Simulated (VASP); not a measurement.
# C13O in VASP: notebook, part 2 of 3

VASP 6.6.1. The steps go on from the part before.

## 3. Single point, PBE+D3(BJ)

Input file INCAR:

```
PREC = Accurate
ENCUT = 520
EDIFF = 1E-6
ISMEAR = 0
SIGMA = 0.05
LREAL = F
LASPH = T
NELM = 80
ALGO = Normal
ISIF = 2
LWAVE = F
LCHARG = F
LDIPOL = T
IDIPOL = 3
DIPOL = 0.5 0.5 0.307
GGA = PE
IVDW = 12
NBANDS = 42
```

Input file KPOINTS:

```
regular mesh
0
Gamma
  6 8 1
```

Input file POSCAR:

```
C13O
1.0
    4.9292228556      0.0000000000      0.0000000000
    0.6166369004      3.5586578569      0.0000000000
    0.0000000000      0.0000000000     23.5476436662
C O
13 1
Direct
    0.3564276904      0.1499632950      0.1698683765
    0.8564276904      0.1499632950      0.1698683765
    0.0989390319      0.2099625321      0.1987042506
    0.5989390319      0.2099625321      0.1987042506
    0.0841110515      0.3299262085      0.2563592746
    0.5841110516      0.3299262085      0.2563592746
    0.3266667349      0.3895095996      0.2844286850
    0.8266667349      0.3895095996      0.2844286850
    0.3105178057      0.5194460749      0.3444814082
    0.8105178057      0.5194460749      0.3444814082
    0.0532190510      0.5779316571      0.3693636522
    0.5532190510      0.5779316571      0.3693636522
    0.0532190510      0.8279316571      0.5498488023
    0.0532190510      0.8279316571      0.5010116440
```

Potentials or basis: VASP PAW PBE potentials, release 64 (C, O).

Launch:

```console
cat potpaw_PBE.64/C/POTCAR potpaw_PBE.64/O/POTCAR > POTCAR
mpirun -np 1 vasp_std > vasp.out
```

OUTCAR:

```text
PREC = Accurate
   ENCUT = 520
   EDIFF = 1E-6
   ISMEAR = 0
   LREAL = F
   LASPH = T
   NELM = 80
   ISIF = 2
   GGA = PE
   IVDW = 12
 IVDW          = 12

 ion  position               nearest neighbor table
   1  0.356  0.150  0.170-   3 1.42   4 1.42
   2  0.856  0.150  0.170-   4 1.42   3 1.42
   3  0.099  0.210  0.199-   1 1.42   5 1.42   2 1.42
   4  0.599  0.210  0.199-   2 1.42   6 1.42   1 1.42
   5  0.084  0.330  0.256-   8 1.41   7 1.41   3 1.42
   6  0.584  0.330  0.256-   7 1.41   8 1.41   4 1.42
   7  0.327  0.390  0.284-   6 1.41   5 1.41   9 1.49
   8  0.827  0.390  0.284-   5 1.41   6 1.41  10 1.49
   9  0.311  0.519  0.344-  11 1.38  12 1.38   7 1.49
  10  0.811  0.519  0.344-  12 1.38  11 1.38   8 1.49
  11  0.053  0.578  0.369-   9 1.38  10 1.38
  12  0.553  0.578  0.369-  10 1.38   9 1.38
  13  0.053  0.828  0.550-  14 1.15
  14  0.053  0.828  0.501-  13 1.15

  LATTYP: Found a simple monoclinic cell.
 ALAT       =     3.6116875293
 B/A-ratio  =     6.5198452178
 C/A-ratio  =     1.3647977062
 COS(beta)  =    -0.1707337347

  Lattice vectors:

 A1 = (   0.6166369004,   3.5586578569,   0.0000000000)
 A2 = (   0.0000000000,   0.0000000000, -23.5476436662)
 A3 = (  -4.9292228556,   0.0000000000,   0.0000000000)

Analysis of symmetry for initial positions (statically):
=====================================================================
 Subroutine PRICEL returns:
 Original cell was already a primitive cell.

 Routine SETGRP: Setting up the symmetry group for a
 simple monoclinic supercell.

 Subroutine GETGRP returns: Found  1 space group operations
 (whereof  1 operations were pure point group operations)
 out of a pool of  4 trial point group operations.

The static configuration has the point symmetry C_1 .

Analysis of symmetry for dynamics (positions and initial velocities):
=====================================================================
 Subroutine PRICEL returns:
 Original cell was already a primitive cell.

 Routine SETGRP: Setting up the symmetry group for a
 simple monoclinic supercell.

 Subroutine GETGRP returns: Found  1 space group operations
 (whereof  1 operations were pure point group operations)
 out of a pool of  4 trial point group operations.

The dynamic configuration has the point symmetry C_1 .

 Subroutine INISYM returns: Found  1 space group operations
 (whereof  1 operations are pure point group operations),
 and found     1 'primitive' translations

----------------------------------------------------------------------------------------

                                     Primitive cell

  volume of cell :     413.0591

  direct lattice vectors                    reciprocal lattice vectors
     4.929222856  0.000000000  0.000000000     0.202871736 -0.035153196  0.000000000
     0.616636900  3.558657857  0.000000000     0.000000000  0.281004817  0.000000000
     0.000000000  0.000000000 23.547643666     0.000000000  0.000000000  0.042467094

  length of vectors
     4.929222856  3.611687529 23.547643666     0.205894849  0.281004817  0.042467094

[... 96 lines left out ...]
   ISTART =      0    job   : 0-new  1-cont  2-samecut
   ICHARG =      2    charge: 1-file 2-atom 10-const
   ISPIN  =      1    spin polarized calculation?
   LNONCOLLINEAR =      F non collinear calculations
   LSORBIT =      F    spin-orbit coupling
   LASPH  =      T    aspherical Exc in radial PAW
   ENCUT  =  520.0 eV  38.22 Ry    6.18 a.u.   9.17  6.72 43.78*2*pi/ulx,y,z
   NELM   =     80;   NELMIN=  2; NELMDL= -5     # of ELM steps
   EDIFF  = 0.1E-05   stopping-criterion for ELM
   LREAL  =      F    real-space projection
   EDIFFG = 0.1E-04   stopping-criterion for IOM
   NSW    =      0    number of steps for IOM
   IBRION =     -1    ionic relax: 0-MD 1-quasi-New 2-CG
   NFREE  =      0    steps in history (QN), initial steepest desc. (CG)
   ISIF   =      2    stress and relaxation
   ISYM   =      2    0-nonsym 1-usesym 2-fastsym
   POTIM  = 0.5000    time-step for ionic-motion
   TEBEG  =    0.0;   TEEND  =   0.0 temperature during run
   PSTRESS=    0.0 pullay stress
   NELECT =      58.0000    total number of electrons
   NUPDOWN=      -1.0000    fix difference up-down
   EMIN   =  10.00;   EMAX   =-10.00  energy-range for DOS
   EFERMI =   0.00;   METHOD = LEGACY
   ISMEAR =     0;   SIGMA  =   0.05  broadening in eV -4-tet -1-fermi 0-gaus
   EFERMI_NEDOS =   21; number of points for ismear=-14 and -15
   IALGO  =     38    algorithm
   IMIX   =      4    mixing-type and parameters
     AMIX     =   0.40;   BMIX     =  1.00
     AMIX_MAG =   1.60;   BMIX_MAG =  1.00
  volume/ion in A,a.u.               =      29.50       199.10
  Fermi-wavevector in a.u.,A,eV,Ry     =   0.850903  1.607974  9.851109  0.724036
  Thomas-Fermi vector in A             =   1.966953
   LORBIT       =      0    0 simple, 1 ext, 2 COOP (PROOUT), +10 PAW based schemes
   GGA     = PE    functional components
   LHFCALC =     F    Hartree Fock is set to
   AEXX    =    0.0000 exact exchange contribution
   IVDW    =    12    specifies the selected vdW correction
   LEPSILON=     F    determine dielectric tensor
   LRPA    =     F    only Hartree local field effects (RPA)
 non-spin polarized calculation
 Gauss-broadening in eV      SIGMA  =   0.05
  energy-cutoff  :      520.00
  volume of cell :      413.06
 maximum number of plane-waves:     11163
 NGX is ok and might be reduce to    40
   NGX = 19   NGY = 13   NGZ = 87

 dipolmoment           0.000000      0.000000      0.281723 electrons x Angstroem

 number of electron      57.9999997 magnetization

 dipolmoment           0.000000      0.000000     -0.037438 electrons x Angstroem

 Free energy of the ion-electron system (eV)
  ---------------------------------------------------
  ext. energy  EPLUGINS =         0.00000000
  ---------------------------------------------------
  free energy    TOTEN  =      -112.50069293 eV

  energy without entropy =     -112.48442804  energy(sigma->0) =     -112.49256049

 E-fermi :  -3.3816     XC(G=0):  -4.1656

 val. band max:       -3.3884045609   @ k =   0.3333  -0.0000   0.0000
 cond. band min:      -3.3692675206   @ k =  -0.3333   0.3750   0.0000
 fundamental gap:      0.0191370403
 Fermi energy:        -3.3815868427

 k-point     1 :       0.0000    0.0000    0.0000
  band No.  band energies     occupation
      1     -26.5507      2.00000
      2     -22.1840      2.00000
      3     -20.4422      2.00000
      4     -18.0510      2.00000
      5     -17.9590      2.00000
      6     -17.9055      2.00000
[... 1045 lines left out ...]
     40       5.1694      0.00000
     41       5.2184      0.00000

 [... further k-points ...]

 [bands above 41 left out]

------------------------ aborting loop because EDIFF is reached ----------------------------------------

 vacuum level on the upper side and lower side of the slab       (xc-potential included)        -0.196         0.182

 Edisp (eV)   -1.47624

 E8    (eV) :    -0.4329

  FORCE on cell =-STRESS in cart. coord.  units (eV):
  Direction    XX          YY          ZZ          XY          YZ          ZX
  --------------------------------------------------------------------------------------
  -------------------------------------------------------------------------------------
  Total      -0.32480    -0.16415     1.10356     0.07134     0.78811    -0.00748
  in kB      -1.25983    -0.63669     4.28048     0.27670     3.05694    -0.02901
  external pressure =        0.79 kB  Pullay stress =        0.00 kB

 VOLUME and BASIS-vectors are now :
 -----------------------------------------------------------------------------
  energy-cutoff  :      520.00
  volume of cell :      413.06
      direct lattice vectors                 reciprocal lattice vectors
     4.929222856  0.000000000  0.000000000     0.202871736 -0.035153196  0.000000000
     0.616636900  3.558657857  0.000000000     0.000000000  0.281004817  0.000000000
     0.000000000  0.000000000 23.547643666     0.000000000  0.000000000  0.042467094

 POSITION                                       TOTAL-FORCE (eV/Angst)
 -----------------------------------------------------------------------------------
      1.84938      0.53367      4.00000         0.021403      0.461359      1.674092
      4.31400      0.53367      4.00000         0.002703      0.461289      1.672962
      0.61716      0.74718      4.67902        -0.008487     -0.946068     -3.187887
      3.08177      0.74718      4.67902        -0.008284     -0.942420     -3.180121
      0.61805      1.17409      6.03666        -0.006186      0.466646      1.443446
      3.08266      1.17409      6.03666        -0.000671      0.469943      1.458884
      1.85040      1.38613      6.69763        -0.016683      0.001325      0.020724
      4.31501      1.38613      6.69763         0.013598     -0.002151      0.016041
      1.85092      1.84853      8.11173         0.000850      0.015689      0.022701
      4.31553      1.84853      8.11173        -0.005932      0.004041     -0.007930
      0.61870      2.05666      8.69764        -0.011286     -0.034160     -0.064169
      3.08331      2.05666      8.69764         0.014242      0.029870      0.132348
      0.77286      2.94633     12.94764        -0.001398     -0.006142     -0.720722
      0.77286      2.94633     11.79764         0.006132      0.020780      0.719632
 -----------------------------------------------------------------------------------
    total drift:                                0.000427     -0.000867     -0.000338

  FREE ENERGIE OF THE ION-ELECTRON SYSTEM (eV)
  ---------------------------------------------------
  free  energy   TOTEN  =      -113.9769364534 eV

  energy  without entropy=     -113.9606715564  energy(sigma->0) =     -113.96880400

 vacuum level on the upper side and lower side of the slab         3.079         3.465
```

It took 7.8 min on 1 thread of Intel Xeon 6975P-C (Granite Rapids), shared host; peak memory 0.67 GiB.

What came out:

- Free energy: -113.9769 eV
- Largest force: 3.325 eV/Å
- Band gap on the k mesh: zero (bands 29 and 30 overlap by 0.07 eV)
- Dispersion energy per atom: -0.105 eV

Forces in eV/Å, atoms in the order of the input:
```
C    0.021  0.461  1.674
C    0.003  0.461  1.673
C   -0.008 -0.946 -3.188
C   -0.008 -0.942 -3.180
C   -0.006  0.467  1.443
C   -0.001  0.470  1.459
C   -0.017  0.001  0.021
C    0.014 -0.002  0.016
C    0.001  0.016  0.023
C   -0.006  0.004 -0.008
C   -0.011 -0.034 -0.064
C    0.014  0.030  0.132
C   -0.001 -0.006 -0.721
O    0.006  0.021  0.720
```

Levels at points of the mesh, in eV from the Fermi level:
| k point | band 26 | band 27 | band 28 | band 29 | band 30 | band 31 | band 32 | band 33 |
| --- | --- | --- | --- | --- | --- | --- | --- | --- |
| (0.00, 0.00, 0.00) | -1.51 | -0.52 | -0.41 | -0.35 | 0.53 | 0.94 | 1.36 | 2.41 |
| (0.50, 0.00, 0.00) | -1.44 | -1.43 | -0.14 | -0.13 | -0.04 | -0.03 | 3.07 | 3.08 |
| (0.00, 0.50, 0.00) | -2.39 | -0.45 | -0.26 | -0.20 | 0.21 | 0.58 | 0.79 | 2.18 |
| (0.50, 0.50, 0.00) | -1.88 | -1.87 | 0.02 | 0.02 | 0.13 | 0.14 | 2.84 | 2.85 |

(Continued in part 3 of 3.)

The gap in the log of VASP goes by the Fermi energy; the results here count the filled bands.